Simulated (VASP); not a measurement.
# HPt4 in VASP: single point with PBE

Aim: the single point of HPt4 with PBE.

Program: VASP 6.6.1. These are calculated values, not measurements. Logs are shortened: lines on timing, memory, paths and dates and some standing lists are left out, and cuts for length are marked.

### 1 The cell of the first run

The cell holds a slab with vacuum, 5 atoms: a = 2.807 Å, b = 3.970 Å, c = 21.155 Å, α = 90.00°, β = 90.00°, γ = 90.00°.

### 2 Single point, PBE, collinear spin

The input, INCAR:

```
SYSTEM = HPt4
  PREC = Accurate
  ENCUT = 520
  EDIFF = 1E-6
  ISMEAR = 0
  SIGMA = 0.1
  LREAL = .FALSE.
  LASPH = .TRUE.
  NELM = 150
  ALGO = Normal
  ISIF = 2
  LWAVE = .FALSE.
  LCHARG = .TRUE.
  ISPIN = 2
  MAGMOM = 0 0 0 0 1
  LORBIT = 11
  LMAXMIX = 4
  LDIPOL = .TRUE.
  IDIPOL = 3
  DIPOL = 0.5 0.5 0.330
  GGA = PE
  LELF = .TRUE.
  LVHAR = .TRUE.
  LVACPOTAV = .TRUE.
  NBANDS = 32
```

The input, KPOINTS:

```
Automatic mesh
0
G
  9 7 1
  0 0 0
```

The input, POSCAR:

```
HPt4
1.0
    2.8071640675      0.0000000000      0.0000000000
    0.0000000000      3.9699294961      0.0000000000
    0.0000000000      0.0000000000     21.1553936849
Pt H
4 1
Direct
    0.5000000000      0.5000000000      0.1890770770
    0.0000000000      0.0000000000      0.2554233740
    0.5000000000      0.5000000000      0.3268881911
    0.0000000000      0.0000000000      0.3854994999
    0.3750000000      0.3750000000      0.4909099703
```

Potentials or basis: VASP PAW PBE potentials, release 64 (Pt, H).

Started as:

```console
$ cat potpaw_PBE.64/Pt/POTCAR potpaw_PBE.64/H/POTCAR > POTCAR
$ mpirun -np 1 vasp_std > vasp.out
```

OUTCAR:

```text
SYSTEM = HPt4
   PREC = Accurate
   ENCUT = 520
   EDIFF = 1E-6
   ISMEAR = 0
   LREAL = .FALSE.
   LASPH = .TRUE.
   NELM = 150
   ISIF = 2
   ISPIN = 2
   LORBIT = 11
   GGA = PE

 ion  position               nearest neighbor table
   1  0.500  0.500  0.189-   2 2.81   2 2.81   2 2.81   2 2.81   3 2.92
   2  0.000  0.000  0.255-   4 2.75   1 2.81   1 2.81   1 2.81   1 2.81   3 2.86   3 2.86   3 2.86
                             3 2.86
   3  0.500  0.500  0.327-   4 2.73   4 2.73   4 2.73   4 2.73   2 2.86   2 2.86   2 2.86   2 2.86
                             1 2.92
   4  0.000  0.000  0.385-   3 2.73   3 2.73   3 2.73   3 2.73   2 2.75
   5  0.375  0.375  0.491-

  LATTYP: Found a simple orthorhombic cell.
 ALAT       =     2.8071640675
 B/A-ratio  =     1.4142135624
 C/A-ratio  =     7.5362156170

  Lattice vectors:

 A1 = (   2.8071640675,   0.0000000000,   0.0000000000)
 A2 = (   0.0000000000,   3.9699294961,   0.0000000000)
 A3 = (   0.0000000000,   0.0000000000,  21.1553936849)

Analysis of symmetry for initial positions (statically):
=====================================================================
 Subroutine PRICEL returns:
 Original cell was already a primitive cell.

 Routine SETGRP: Setting up the symmetry group for a
 simple orthorhombic supercell.

 Subroutine GETGRP returns: Found  1 space group operations
 (whereof  1 operations were pure point group operations)
 out of a pool of  8 trial point group operations.

The static configuration has the point symmetry C_1 .

Analysis of symmetry for dynamics (positions and initial velocities):
=====================================================================
 Subroutine PRICEL returns:
 Original cell was already a primitive cell.

 Routine SETGRP: Setting up the symmetry group for a
 simple orthorhombic supercell.

 Subroutine GETGRP returns: Found  1 space group operations
 (whereof  1 operations were pure point group operations)
 out of a pool of  8 trial point group operations.

The dynamic configuration has the point symmetry C_1 .

Analysis of structural, dynamic, and magnetic symmetry:
=====================================================================
 Subroutine PRICEL returns:
 Original cell was already a primitive cell.

 Routine SETGRP: Setting up the symmetry group for a
 simple orthorhombic supercell.

 Subroutine GETGRP returns: Found  1 space group operations
 (whereof  1 operations were pure point group operations)
 out of a pool of  8 trial point group operations.

The overall configuration has the point symmetry C_1 .

 Subroutine INISYM returns: Found  1 space group operations
 (whereof  1 operations are pure point group operations),
 and found     1 'primitive' translations

----------------------------------------------------------------------------------------

                                     Primitive cell

  volume of cell :     235.7609

  direct lattice vectors                    reciprocal lattice vectors
     2.807164068  0.000000000  0.000000000     0.356231405  0.000000000  0.000000000
     0.000000000  3.969929496  0.000000000     0.000000000  0.251893642  0.000000000
     0.000000000  0.000000000 21.155393685     0.000000000  0.000000000  0.047269269

  length of vectors
     2.807164068  3.969929496 21.155393685     0.356231405  0.251893642  0.047269269

  position of ions in fractional coordinates (direct lattice)
     0.500000000  0.500000000  0.189077077
     0.000000000  0.000000000  0.255423374
     0.500000000  0.500000000  0.326888191
     0.000000000  0.000000000  0.385499500
     0.375000000  0.375000000  0.490909970

  ion indices of the primitive-cell ions
   primitive index   ion index
                 1           1
                 2           2
                 3           3
                 4           4
                 5           5

----------------------------------------------------------------------------------------

 KPOINTS: Automatic mesh

Automatic generation of k-mesh.
 Grid dimensions read from file:
[... 44 lines left out ...]
  0.444444 -0.285714  0.000000      2.000000
  0.000000  0.428571  0.000000      2.000000
 [... further k-points ...]
   k-points           NKPTS =     32   k-points in BZ     NKDIM =     32   number of bands    NBANDS=     32
   number of dos      NEDOS =    301   number of ions     NIONS =      5
   total plane-waves  NPLWV = 115200
   dimension x,y,z NGX =    24 NGY =   30 NGZ =  160
   dimension x,y,z NGXF=    48 NGYF=   60 NGZF=  320
   ions per type =               4   1
   NGX,Y,Z   is equivalent  to a cutoff of  14.21, 12.56, 12.57 a.u.
   NGXF,Y,Z  is equivalent  to a cutoff of  28.43, 25.13, 25.15 a.u.
 SYSTEM =  HPt4
   PREC   = accura    normal or accurate (medium, high low for compatibility)
   ISTART =      0    job   : 0-new  1-cont  2-samecut
   ICHARG =      2    charge: 1-file 2-atom 10-const
   ISPIN  =      2    spin polarized calculation?
   LNONCOLLINEAR =      F non collinear calculations
   LSORBIT =      F    spin-orbit coupling
   LASPH  =      T    aspherical Exc in radial PAW
   ENCUT  =  520.0 eV  38.22 Ry    6.18 a.u.   5.22  7.38 39.34*2*pi/ulx,y,z
   NELM   =    150;   NELMIN=  2; NELMDL= -5     # of ELM steps
   EDIFF  = 0.1E-05   stopping-criterion for ELM
   LREAL  =      F    real-space projection
   EDIFFG = 0.1E-04   stopping-criterion for IOM
   NSW    =      0    number of steps for IOM
   IBRION =     -1    ionic relax: 0-MD 1-quasi-New 2-CG
   NFREE  =      0    steps in history (QN), initial steepest desc. (CG)
   ISIF   =      2    stress and relaxation
   ISYM   =      2    0-nonsym 1-usesym 2-fastsym
   POTIM  = 0.5000    time-step for ionic-motion
   TEBEG  =    0.0;   TEEND  =   0.0 temperature during run
   PSTRESS=    0.0 pullay stress
   NELECT =      41.0000    total number of electrons
   NUPDOWN=      -1.0000    fix difference up-down
   EMIN   =  10.00;   EMAX   =-10.00  energy-range for DOS
   EFERMI =   0.00;   METHOD = LEGACY
   ISMEAR =     0;   SIGMA  =   0.10  broadening in eV -4-tet -1-fermi 0-gaus
   EFERMI_NEDOS =   21; number of points for ismear=-14 and -15
   IALGO  =     38    algorithm
   IMIX   =      4    mixing-type and parameters
     AMIX     =   0.40;   BMIX     =  1.00
     AMIX_MAG =   1.60;   BMIX_MAG =  1.00
  volume/ion in A,a.u.               =      47.15       318.20
  Fermi-wavevector in a.u.,A,eV,Ry     =   0.913788  1.726809 11.360986  0.835009
  Thomas-Fermi vector in A             =   2.038340
   LORBIT       =     11    0 simple, 1 ext, 2 COOP (PROOUT), +10 PAW based schemes
   GGA     = PE    functional components
   LHFCALC =     F    Hartree Fock is set to
   AEXX    =    0.0000 exact exchange contribution
   IVDW    =     0    specifies the selected vdW correction
   LEPSILON=     F    determine dielectric tensor
   LRPA    =     F    only Hartree local field effects (RPA)
 spin polarized calculation
 Gauss-broadening in eV      SIGMA  =   0.10
  energy-cutoff  :      520.00
  volume of cell :      235.76
 maximum number of plane-waves:      6383
 NGX is ok and might be reduce to    24
   NGX = 11   NGY = 15   NGZ = 79

 dipolmoment           0.000000      0.000000     -0.000045 electrons x Angstroem

 number of electron      41.0000002 magnetization       0.4650984

 dipolmoment           0.000000      0.000000      0.017144 electrons x Angstroem

 Free energy of the ion-electron system (eV)
  ---------------------------------------------------
  ext. energy  EPLUGINS =         0.00000000
  ---------------------------------------------------
  free energy    TOTEN  =       -23.02553530 eV

  energy without entropy =      -22.98473696  energy(sigma->0) =      -23.00513613

 E-fermi :  -1.2936     XC(G=0):  -4.7768

 val. band max:       -1.2998654988   @ k =   0.1111  -0.1429   0.0000
 cond. band min:      -1.2881462350   @ k =   0.1111  -0.2857   0.0000
 fundamental gap:      0.0117192638
 Fermi energy:        -1.2935646486

 spin component 1

 k-point     1 :       0.0000    0.0000    0.0000
  band No.  band energies     occupation
      1      -9.7088      1.00000
      2      -7.3779      1.00000
      3      -7.2029      1.00000
      4      -6.1951      1.00000
      5      -6.0908      1.00000
      6      -5.1092      1.00000
[... 829 lines left out ...]
     31       6.3962      0.00000
     32       6.7541      0.00000

 [... further k-points ...]

 spin component 2

 k-point     1 :       0.0000    0.0000    0.0000
  band No.  band energies     occupation
      1      -9.7145      1.00000
      2      -7.3842      1.00000
      3      -7.2178      1.00000
      4      -6.2169      1.00000
      5      -6.1268      1.00000
      6      -5.1301      1.00000
[... 829 lines left out ...]
     31       6.6196      0.00000
     32       7.0372      0.00000

 [... further k-points ...]

------------------------ aborting loop because EDIFF is reached ----------------------------------------

  FORCE on cell =-STRESS in cart. coord.  units (eV):
  Direction    XX          YY          ZZ          XY          YZ          ZX
  --------------------------------------------------------------------------------------
  -------------------------------------------------------------------------------------
  Total       -7.3816105     -5.9604062     -2.7934697     -0.1507480     -0.6508050     -0.2431550
  in kB      -50.1637512    -40.5055692    -18.9837868     -1.0244495     -4.4227231     -1.6524261
  external PRESSURE =     -36.5510357 kB  Pullay stress =       0.0000000 kB

 VOLUME and BASIS-vectors are now :
 -----------------------------------------------------------------------------
  energy-cutoff  :      520.00
  volume of cell :      235.76
      direct lattice vectors                 reciprocal lattice vectors
     2.807164068  0.000000000  0.000000000     0.356231405  0.000000000  0.000000000
     0.000000000  3.969929496  0.000000000     0.000000000  0.251893642  0.000000000
     0.000000000  0.000000000 21.155393685     0.000000000  0.000000000  0.047269269

 POSITION                                       TOTAL-FORCE (eV/Angst)
 -----------------------------------------------------------------------------------
      1.40358      1.98496      4.00000        -0.000287     -0.008631      0.908765
      0.00000      0.00000      5.40358        -0.006878     -0.019550     -0.812379
      1.40358      1.98496      6.91545         0.001692      0.086810     -0.077688
      0.00000      0.00000      8.15539         0.122591      0.224968      0.559365
      1.05269      1.48872     10.38539        -0.117119     -0.283598     -0.578063
 -----------------------------------------------------------------------------------
    total drift:                               -0.000056      0.000040      0.000184

  FREE ENERGIE OF THE ION-ELECTRON SYSTEM (eV)
  ---------------------------------------------------
  free  energy   TOTEN  =       -23.0255352986 eV

  energy  without entropy=      -22.9847369589  energy(sigma->0) =      -23.00513613

 vacuum level on the upper side and lower side of the slab         4.479         4.201

 total charge

# of ion       s       p       d       tot
------------------------------------------
    1        0.589   0.315   8.049   8.953
    2        0.607   0.513   7.960   9.080
    3        0.621   0.529   7.971   9.121
    4        0.604   0.380   8.041   9.025
    5        0.367   0.001   0.000   0.368
--------------------------------------------------
tot          2.788   1.737  32.021  36.546

 magnetization (x)

# of ion       s       p       d       tot
------------------------------------------
    1        0.010   0.004  -0.022  -0.008
    2       -0.001   0.004  -0.095  -0.092
    3        0.002   0.000  -0.014  -0.012
    4       -0.018  -0.013  -0.116  -0.147
    5        0.304   0.000   0.000   0.304
--------------------------------------------------
tot          0.296  -0.004  -0.247   0.045
```

Run time: 39 min. Hardware: 1 thread of Intel Xeon 8259CL, shared host; peak memory 0.63 GiB.

Results:

```
Free energy                                           : -23.0255 eV
Largest force                                         : 0.909 eV/Å
Net moment                                            : 0.47 μB per cell
Site moments                                          : Pt -0.01, -0.09, -0.15 (each value once); H +0.30 μB
Valence electrons inside the program's atomic spheres : Pt 8.95, 9.08, 9.12, 9.03; H 0.37
```

Forces in eV/Å, atoms in the order of the input:
```
Pt   0.000 -0.009  0.909
Pt  -0.007 -0.020 -0.812
Pt   0.002  0.087 -0.078
Pt   0.123  0.225  0.559
H   -0.117 -0.284 -0.578
```

Caveat: a moment this small can come from the mesh or the smearing; spin-orbit coupling is left out, which moves the levels of the heavy elements.
